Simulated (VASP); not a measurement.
Wanted: the native input for a VASP 6.6.1 run.

```yaml
Task: single point
Functional: HSE06
Potentials_or_basis: VASP PAW PBE potentials, release 64 (Fe, O)
Cutoff: 520 eV
k_mesh: 6 × 6 × 6
Occupations: fermi-dirac, width 0.05 eV
Spin: collinear spin, ferromagnetic start
Starting_moments: "[3.0, 0.0] μB"
Dipole_correction: no
Grid_for_exact_exchange_PRECFOCK: Normal
Further_INCAR_settings: ALGO = Normal; EDIFF = 1e-06; NBANDS = 18
Share_of_exact_exchange: 0.25
Screening_parameter: 0.2079 1/Å
```

FeO:

```
Fe O
1.0
     0.00000    2.18376    2.18376
     2.18376    0.00000    2.18376
     2.18376    2.18376    0.00000
Fe O
1 1
Direct
  0.00000 0.00000 0.00000
  0.50000 0.50000 0.50000
```

One way to write it, as run:

POSCAR

```
FeO
1.0
    0.0000000000      2.1837637790      2.1837637790
    2.1837637790      0.0000000000      2.1837637790
    2.1837637790      2.1837637790      0.0000000000
Fe O
1 1
Direct
    0.0000000000      0.0000000000      0.0000000000
    0.5000000000      0.5000000000      0.5000000000
```

INCAR.step1

```
PREC = Accurate
ENCUT = 520
EDIFF = 1E-5
ISMEAR = -1
SIGMA = 0.05
LREAL = F
LASPH = T
NELM = 150
ALGO = Normal
ISIF = 2
LWAVE = T
LCHARG = F
ISPIN = 2
MAGMOM = 3 0
LORBIT = 11
LMAXMIX = 4
GGA = PE
NBANDS = 18
```

INCAR.step2

```
PREC = Accurate
ENCUT = 520
EDIFF = 1E-6
ISMEAR = -1
SIGMA = 0.05
LREAL = F
LASPH = T
NELM = 150
ALGO = Normal
ISIF = 2
LWAVE = F
LCHARG = F
ISPIN = 2
MAGMOM = 3 0
LORBIT = 11
LMAXMIX = 4
GGA = PE
LHFCALC = T
HFSCREEN = 0.2079
PRECFOCK = Normal
ISTART = 1
NBANDS = 18
```

KPOINTS

```
regular mesh
0
Gamma
  6 6 6
```

Potentials or basis: VASP PAW PBE potentials, release 64 (Fe, O).

Command:

```bash
$ cat potpaw_PBE.64/Fe/POTCAR potpaw_PBE.64/O/POTCAR > POTCAR
$ cp INCAR.step1 INCAR
$ mpirun -np 1 vasp_std > vasp.out
$ cp INCAR.step2 INCAR
$ mpirun -np 1 vasp_std > vasp.out
```

It gave:

* Pressure: -13.3 GPa
* Band gap on the k mesh: zero (filled and empty bands overlap)
* Net moment: 4.01 μB per cell
* Site moments: Fe +3.74; O +0.24 μB
* Valence electrons inside the program's atomic spheres: Fe 6.62; O 5.02

Caveat: the k points lie up to 0.42 Å⁻¹ apart, too coarse for converged energies and pressures of a metal; the PAW data sets were made with another functional, which shifts forces and pressure a little; a cell with one magnetic atom can't hold antiferromagnetic order, which such compounds often take.

Run time: 39 min on 1 thread of AMD EPYC 7R13 Processor (Zen 3), on a shared host, peak memory 0.24 GiB.
